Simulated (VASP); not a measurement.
# CuO (P1) in VASP: further runs

Aim: see how the results for CuO move with the level of theory and the settings. Levels: PBE, PBE+U. Tasks: single point.

Everything below comes from runs of VASP 6.6.1. Logs are shortened: lines on timing, memory, paths and dates and some standing lists are left out, and cuts for length are marked.

## Step 1: The cell of the first run

The typed cell holds 4 atoms: a = 2.883 Å, b = 2.899 Å, c = 5.178 Å, α = 95.58°, β = 94.58°, γ = 73.84°.

## Step 2: Single point, PBE

Input file INCAR:

```
PREC = Accurate
ENCUT = 520
EDIFF = 1E-6
ISMEAR = -1
SIGMA = 0.05
LREAL = F
LASPH = T
NELM = 100
ALGO = Normal
ISIF = 2
LWAVE = F
LCHARG = T
GGA = PE
LELF = T
LVHAR = T
NBANDS = 25
```

Input file KPOINTS:

```
regular mesh
0
Gamma
  6 6 3
```

Input file POSCAR:

```
CuO
1.0
    2.3055752800     -1.7296126400      0.0728065900
    2.3157556600      1.7435441000      0.0481486400
   -0.7080927800     -0.0389675500      5.1290691300
Cu O
2 2
Direct
    0.0142532200      0.4796454100      0.0604322300
    0.4708797100      0.1540682100      0.4741201700
    0.5692681500      0.2960328600      0.2639427200
    0.4455989200      0.5702535100      0.7015048700
```

Potentials or basis: VASP PAW PBE potentials, release 64 (Cu, O).

Started as:

```
> cat potpaw_PBE.64/Cu/POTCAR potpaw_PBE.64/O/POTCAR > POTCAR
> mpirun -np 1 vasp_std > vasp.out
```

OUTCAR:

```text
PREC = Accurate
   ENCUT = 520
   EDIFF = 1E-6
   ISMEAR = -1
   LREAL = F
   LASPH = T
   NELM = 100
   ISIF = 2
   GGA = PE

 ion  position               nearest neighbor table
   1  0.014  0.480  0.060-   3 1.82   3 1.94   4 2.36   2 2.54
   2  0.471  0.154  0.474-   3 1.28   4 1.59   4 2.17   1 2.54
   3  0.569  0.296  0.264-   2 1.28   1 1.82   1 1.94
   4  0.446  0.570  0.702-   2 1.59   2 2.17   1 2.36

  LATTYP: Found a triclinic cell.
 ALAT       =     2.8831472484
 B/A-ratio  =     3.4975557396
 C/A-ratio  =     1.2046763103
 COS(alpha) =     0.0024017744
 COS(beta)  =     0.5977220526
 COS(gamma) =     0.6909142663

  Lattice vectors:

 A1 = (   2.3055752800,  -1.7296126400,   0.0728065900)
 A2 = (   8.5345691000,  -0.0111046300,   5.3709795900)
 A3 = (  -0.0101803800,  -3.4731567400,   0.0246579500)

Analysis of symmetry for initial positions (statically):
=====================================================================
 Subroutine PRICEL returns:
 Original cell was already a primitive cell.

 Routine SETGRP: Setting up the symmetry group for a
 triclinic supercell.

 Subroutine GETGRP returns: Found  1 space group operations
 (whereof  1 operations were pure point group operations)
 out of a pool of  2 trial point group operations.

The static configuration has the point symmetry C_1 .

Analysis of symmetry for dynamics (positions and initial velocities):
=====================================================================
 Subroutine PRICEL returns:
 Original cell was already a primitive cell.

 Routine SETGRP: Setting up the symmetry group for a
 triclinic supercell.

 Subroutine GETGRP returns: Found  1 space group operations
 (whereof  1 operations were pure point group operations)
 out of a pool of  2 trial point group operations.

The dynamic configuration has the point symmetry C_1 .

 Subroutine INISYM returns: Found  1 space group operations
 (whereof  1 operations are pure point group operations),
 and found     1 'primitive' translations

----------------------------------------------------------------------------------------

                                     Primitive cell

  volume of cell :      41.3086

  direct lattice vectors                    reciprocal lattice vectors
     2.305575280 -1.729612640  0.072806590     0.216532106 -0.288360522  0.027702516
     2.315755660  1.743544100  0.048148640     0.214688209  0.287519154  0.031823141
    -0.708092780 -0.038967550  5.129069130    -0.005089015  0.001394189  0.194275181

  length of vectors
     2.883147248  2.899135836  5.177862879     0.361670254  0.360237426  0.194346823

  position of ions in fractional coordinates (direct lattice)
     0.014253220  0.479645410  0.060432230
     0.470879710  0.154068210  0.474120170
     0.569268150  0.296032860  0.263942720
     0.445598920  0.570253510  0.701504870

  ion indices of the primitive-cell ions
   primitive index   ion index
                 1           1
                 2           2
                 3           3
                 4           4

----------------------------------------------------------------------------------------

 KPOINTS: regular mesh

Automatic generation of k-mesh.
 Grid dimensions read from file:
 generate k-points for:    6    6    3

 Generating k-lattice:

  Cartesian coordinates                     Fractional coordinates (reciprocal lattice)
     0.036088684 -0.048060087  0.004617086     0.166666667 -0.000000000  0.000000000
     0.035781368  0.047919859  0.005303857     0.000000000  0.166666667  0.000000000
    -0.001696338  0.000464730  0.064758394     0.000000000  0.000000000  0.333333333

  Length of vectors
     0.060278376  0.060039571  0.064782274

  Shift w.r.t. Gamma in fractional coordinates (k-lattice)
     0.000000000  0.000000000  0.000000000

 Subroutine IBZKPT returns following result:
 ===========================================

 Found     56 irreducible k-points:

 Following reciprocal coordinates:
            Coordinates               Weight
  0.000000  0.000000  0.000000      1.000000
  0.166667  0.000000 -0.000000      2.000000
  0.333333 -0.000000  0.000000      2.000000
  0.500000  0.000000 -0.000000      1.000000
 -0.000000  0.166667  0.000000      2.000000
  0.166667  0.166667 -0.000000      2.000000
[... 16 lines left out ...]
  0.333333 -0.000000  0.333333      2.000000
  0.500000 -0.000000  0.333333      2.000000
 [... further k-points ...]
   k-points           NKPTS =     56   k-points in BZ     NKDIM =     56   number of bands    NBANDS=     25
   number of dos      NEDOS =    301   number of ions     NIONS =      4
   total plane-waves  NPLWV =  23040
   dimension x,y,z NGX =    24 NGY =   24 NGZ =   40
   dimension x,y,z NGXF=    48 NGYF=   48 NGZF=   80
   ions per type =               2   2
   NGX,Y,Z   is equivalent  to a cutoff of  13.84, 13.76, 12.84 a.u.
   NGXF,Y,Z  is equivalent  to a cutoff of  27.68, 27.52, 25.69 a.u.
 SYSTEM =  unknown system
   PREC   = accura    normal or accurate (medium, high low for compatibility)
   ISTART =      0    job   : 0-new  1-cont  2-samecut
   ICHARG =      2    charge: 1-file 2-atom 10-const
   ISPIN  =      1    spin polarized calculation?
   LNONCOLLINEAR =      F non collinear calculations
   LSORBIT =      F    spin-orbit coupling
   LASPH  =      T    aspherical Exc in radial PAW
   ENCUT  =  520.0 eV  38.22 Ry    6.18 a.u.   5.36  5.39  9.63*2*pi/ulx,y,z
   NELM   =    100;   NELMIN=  2; NELMDL= -5     # of ELM steps
   EDIFF  = 0.1E-05   stopping-criterion for ELM
   LREAL  =      F    real-space projection
   EDIFFG = 0.1E-04   stopping-criterion for IOM
   NSW    =      0    number of steps for IOM
   IBRION =     -1    ionic relax: 0-MD 1-quasi-New 2-CG
   NFREE  =      0    steps in history (QN), initial steepest desc. (CG)
   ISIF   =      2    stress and relaxation
   ISYM   =      2    0-nonsym 1-usesym 2-fastsym
   POTIM  = 0.5000    time-step for ionic-motion
   TEBEG  =    0.0;   TEEND  =   0.0 temperature during run
   PSTRESS=    0.0 pullay stress
   NELECT =      34.0000    total number of electrons
   NUPDOWN=      -1.0000    fix difference up-down
   EMIN   =  10.00;   EMAX   =-10.00  energy-range for DOS
   EFERMI =   0.00;   METHOD = LEGACY
   ISMEAR =    -1;   SIGMA  =   0.05  broadening in eV -4-tet -1-fermi 0-gaus
   EFERMI_NEDOS =   21; number of points for ismear=-14 and -15
   IALGO  =     38    algorithm
   IMIX   =      4    mixing-type and parameters
     AMIX     =   0.40;   BMIX     =  1.00
     AMIX_MAG =   1.60;   BMIX_MAG =  1.00
  volume/ion in A,a.u.               =      10.33        69.69
  Fermi-wavevector in a.u.,A,eV,Ry     =   1.534220  2.899256 32.025825  2.353832
  Thomas-Fermi vector in A             =   2.641178
   LORBIT       =      0    0 simple, 1 ext, 2 COOP (PROOUT), +10 PAW based schemes
   GGA     = PE    functional components
   LHFCALC =     F    Hartree Fock is set to
   AEXX    =    0.0000 exact exchange contribution
   IVDW    =     0    specifies the selected vdW correction
   LEPSILON=     F    determine dielectric tensor
   LRPA    =     F    only Hartree local field effects (RPA)
 non-spin polarized calculation
  energy-cutoff  :      520.00
  volume of cell :       41.31
 maximum number of plane-waves:      1135
 NGX is ok and might be reduce to    24
   NGX = 11   NGY = 11   NGZ = 19

 number of electron      33.9999990 magnetization

 Free energy of the ion-electron system (eV)
  ---------------------------------------------------
  ext. energy  EPLUGINS =         0.00000000
  ---------------------------------------------------
  free energy    TOTEN  =       -10.04775920 eV

  energy without entropy =      -10.02584619  energy(sigma->0) =      -10.03680269

 E-fermi :   6.0206     XC(G=0): -11.6520

 val. band max:        6.0202973345   @ k =  -0.0000   0.3333  -0.0000
 cond. band min:       6.0315890360   @ k =   0.1667   0.0000  -0.0000
 fundamental gap:      0.0112917014
 Fermi energy:         6.0206490415

 k-point     1 :       0.0000    0.0000    0.0000
  band No.  band energies     occupation
      1     -16.5978      2.00000
      2     -13.0361      2.00000
      3      -4.2820      2.00000
      4      -3.3527      2.00000
      5      -2.9206      2.00000
      6      -1.0299      2.00000
[... 17 lines left out ...]
     24      21.9462      0.00000
     25      22.3551      0.00000

 k-point     2 :       0.1667    0.0000   -0.0000
  band No.  band energies     occupation
      1     -16.5000      2.00000
      2     -12.9383      2.00000
      3      -4.2110      2.00000
      4      -3.3922      2.00000
      5      -3.1133      2.00000
      6      -0.9553      2.00000
[... 17 lines left out ...]
     24      20.8969      0.00000
     25      22.2242      0.00000

 k-point     3 :       0.3333   -0.0000    0.0000
  band No.  band energies     occupation
      1     -16.2982      2.00000
      2     -12.7298      2.00000
      3      -4.1541      2.00000
      4      -3.7204      2.00000
      5      -3.2124      2.00000
      6      -0.7552      2.00000
[... 17 lines left out ...]
     24      19.5351      0.00000
     25      21.5946      0.00000

 k-point     4 :       0.5000    0.0000   -0.0000
  band No.  band energies     occupation
      1     -16.1937      2.00000
      2     -12.6179      2.00000
      3      -4.2506      2.00000
      4      -3.8327      2.00000
      5      -3.2080      2.00000
      6      -0.5864      2.00000
[... 17 lines left out ...]
     24      18.1082      0.00000
     25      21.4584      0.00000

 k-point     5 :      -0.0000    0.1667    0.0000
  band No.  band energies     occupation
      1     -16.4991      2.00000
      2     -12.9564      2.00000
      3      -4.2191      2.00000
      4      -3.3854      2.00000
      5      -2.9606      2.00000
      6      -0.9570      2.00000
[... 17 lines left out ...]
     24      21.4178      0.00000
     25      22.1720      0.00000

 k-point     6 :       0.1667    0.1667   -0.0000
  band No.  band energies     occupation
      1     -16.4413      2.00000
      2     -12.8955      2.00000
      3      -4.1758      2.00000
      4      -3.3582      2.00000
      5      -3.0372      2.00000
      6      -0.8984      2.00000
[... 17 lines left out ...]
     24      20.3778      0.00000
     25      21.1959      0.00000
[... 393 lines left out ...]
 k-point    21 :       0.0000    0.0000    0.3333
  band No.  band energies     occupation
      1     -16.5711      2.00000
      2     -13.0929      2.00000
      3      -4.3837      2.00000
      4      -3.3239      2.00000
      5      -2.9161      2.00000
      6      -0.6525      2.00000
[... 17 lines left out ...]
     24      21.1222      0.00000
     25      22.0932      0.00000

 k-point    22 :       0.1667   -0.0000    0.3333
  band No.  band energies     occupation
      1     -16.4771      2.00000
      2     -12.9862      2.00000
      3      -4.3050      2.00000
      4      -3.3690      2.00000
      5      -3.1035      2.00000
      6      -0.6764      2.00000
[... 17 lines left out ...]
     24      19.9973      0.00000
     25      21.0418      0.00000

 k-point    23 :       0.3333   -0.0000    0.3333
  band No.  band energies     occupation
      1     -16.2845      2.00000
      2     -12.7570      2.00000
      3      -4.2147      2.00000
      4      -3.7294      2.00000
      5      -3.1806      2.00000
      6      -0.6305      2.00000
[... 17 lines left out ...]
     24      20.2409      0.00000
     25      21.2823      0.00000

 k-point    24 :       0.5000   -0.0000    0.3333
  band No.  band energies     occupation
      1     -16.1852      2.00000
      2     -12.6356      2.00000
      3      -4.2529      2.00000
      4      -3.8737      2.00000
      5      -3.1764      2.00000
      6      -0.5287      2.00000
[... 17 lines left out ...]
     24      19.7855      0.00000
     25      21.5041      0.00000

 [... further k-points ...]
[... 5 lines left out ...]
  --------------------------------------------------------------------------------------
  -------------------------------------------------------------------------------------
  Total       21.2865233      7.2420731     43.8949779      2.4370133      0.7097257    -18.4506671
  in kB      825.6101419    280.8880013   1702.4921557     94.5209736     27.5271228   -715.6198157
  external PRESSURE =     936.3300996 kB  Pullay stress =       0.0000000 kB

 VOLUME and BASIS-vectors are now :
 -----------------------------------------------------------------------------
  energy-cutoff  :      520.00
  volume of cell :       41.31
      direct lattice vectors                 reciprocal lattice vectors
     2.305575280 -1.729612640  0.072806590     0.216532106 -0.288360522  0.027702516
     2.315755660  1.743544100  0.048148640     0.214688209  0.287519154  0.031823141
    -0.708092780 -0.038967550  5.129069130    -0.005089015  0.001394189  0.194275181

 POSITION                                       TOTAL-FORCE (eV/Angst)
 -----------------------------------------------------------------------------------
      1.10081      0.80928      0.33409         0.029744      1.231915     -3.450538
      1.10671     -0.56429      2.47350       -25.073540     -6.871077     29.853104
      1.81113     -0.47875      1.40948        21.611915      1.995528    -32.871801
      1.85120      0.19621      3.65797         3.431881      3.643634      6.469235
 -----------------------------------------------------------------------------------
    total drift:                                0.000173     -0.002868     -0.000093

  FREE ENERGIE OF THE ION-ELECTRON SYSTEM (eV)
  ---------------------------------------------------
  free  energy   TOTEN  =       -10.0477591950 eV

  energy  without entropy=      -10.0258461943  energy(sigma->0) =      -10.03680269
```

Run time: 31 s. Hardware: 1 thread of Intel Xeon Platinum 8488C (Sapphire Rapids), shared host; peak memory 0.19 GiB.

What came out:

```yaml
Free_energy: -10.0478 eV
Pressure: 93.6 GPa
Largest_force: 39.587 eV/Å
Band_gap_on_the_k_mesh: zero (band 17 reaches 6.14 eV, above the bottom of band 18 at 5.79 eV)
```

Forces in eV/Å, atoms in the order of the input:
```
Cu    0.030   1.232  -3.451
Cu  -25.074  -6.871  29.853
O    21.612   1.996 -32.872
O     3.432   3.644   6.469
```

Caveat: the k points lie up to 0.41 Å⁻¹ apart; semilocal functionals often make such compounds metallic where correlation or magnetic order opens a gap, which also shifts bond lengths; forces of over 1 eV/Å act on the atoms, so gaps and moduli don't describe the material at rest. With open d or f shells a metallic result of PBE can be an artefact of self-interaction; +U or a hybrid may open a gap.

## Step 3: Single point, PBE+U

Input file INCAR:

```
PREC     = Accurate       # precision mode
ENCUT    = 520            # plane-wave cutoff, eV
EDIFF    = 1E-6           # SCF threshold, eV
ISMEAR   = -1             # smearing method
SIGMA    = 0.05           # smearing width, eV
LREAL    = False          # projectors in reciprocal space
LASPH    = True           # aspherical terms in the spheres
NELM     = 150            # most SCF steps
ALGO     = Normal         # electronic algorithm
ISIF     = 2              # what is computed and relaxed
LWAVE    = False          # write WAVECAR
LCHARG   = True           # write CHGCAR
LMAXMIX  = 4              # l up to which the mixer works
LDAU     = True           # DFT+U
LDAUTYPE = 2            
LDAUL    = 2 -1           # shell
LDAUU    = 3 0            # U, eV
LDAUJ    = 0 0          
LDAUPRINT= 1            
GGA      = PE             # functional
LELF     = True           # ELF
LVHAR    = True         
NBANDS   = 25             # bands
```

Input file KPOINTS:

```
regular mesh
0
Gamma
  10 10 5
```

POSCAR is that of step 2.

Potentials or basis: VASP PAW PBE potentials, release 64 (Cu, O).

Started as:

```
> cat potpaw_PBE.64/Cu/POTCAR potpaw_PBE.64/O/POTCAR > POTCAR
> mpirun -np 1 vasp_std > vasp.out
```

It took 8 min on 1 thread of AMD EPYC 7R43 (Zen 3), shared host; peak memory 0.29 GiB.

The run converged. Its results:

```yaml
Free_energy: -8.6115 eV
Pressure: 86.5 GPa
Largest_force: 37.665 eV/Å
Band_gap_on_the_k_mesh: zero (band 17 reaches 5.86 eV, above the bottom of band 18 at 5.38 eV)
```

Forces on the atoms (eV/Å):
```
Cu    0.018   1.181  -3.256
Cu  -23.788  -6.467  28.477
O    20.576   1.977 -30.871
O     3.194   3.308   5.650
```

Stress tensor (GPa, compression positive):
```
 77.97   8.55 -68.55
  8.55  25.14   1.47
-68.55   1.47 156.46
```

Levels at points of the mesh, in eV from the Fermi level:
```
           k point  band 13  band 14  band 15  band 16  band 17  band 18  band 19  band 20  band 21  band 22
(0.00, 0.00, 0.00)    -2.66    -2.01    -1.77    -0.35     0.23     0.28     1.57     6.51     6.90    12.62
(0.50, 0.00, 0.00)    -2.66    -2.40    -2.21    -1.76     0.01     0.61     4.38     5.96     6.54    10.18
(0.00, 0.50, 0.00)    -2.66    -2.33    -1.78    -1.23    -0.03     0.31     5.05     5.87     7.10     9.36
(0.50, 0.50, 0.00)    -2.54    -2.41    -1.93    -1.75    -1.25     0.96     4.09     6.88     8.16     9.41
```

Eigenvalues of the final occupation matrices:
```csv
site,spin,trace,eigenvalues
site 1 d,1,4.69,0.90 0.94 0.94 0.95 0.96
site 1 d,2,4.69,0.90 0.94 0.94 0.95 0.96
site 2 d,1,4.84,0.85 0.98 0.98 1.01 1.03
site 2 d,2,4.84,0.85 0.98 0.98 1.01 1.03
```

Caveat: U without spin polarisation on a metal has little footing; forces of over 1 eV/Å act on the atoms, so gaps and moduli don't describe the material at rest.
